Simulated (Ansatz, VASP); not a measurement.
# AlNi3 in VASP and in Ansatz

```
Ni Al
1.0
     3.52305    0.00000    0.00000
     0.00000    3.52305    0.00000
     0.00000    0.00000    3.52305
Ni Al
3 1
Direct
  0.50000 0.50000 0.00000
  0.50000 0.00000 0.50000
  0.00000 0.50000 0.50000
  0.00000 0.00000 0.00000
```

Alike in both runs: task single point; functional PBE; k mesh 6 × 6 × 6; occupations fermi-dirac, width 0.05 eV; collinear spin; fixed moment 3 μB.

|  | VASP | Ansatz |
| --- | --- | --- |
| version | VASP 6.6.1 | Ansatz 0.2.0 |
| potentials or method | VASP PAW PBE potentials, release 64 (Ni_sv_GW, Al) | Ansatz PAW |
| plane-wave cutoff (eV) | 690 | 420 |
| valence electrons in the cell | 57 | 57 |

VASP gave:

- pressure (GPa): 13.5
- net moment per atom (μB): 0.75
- size of the moment on the site where the two differ most (μB): 0.06

Problem. Which values does Ansatz return?

Solution. Pressure (GPa): 14.4; net moment per atom (μB): 0.75; size of the moment on the site where the two differ most (μB): 0.08.

Site moments also hang on the region over which each program counts them.
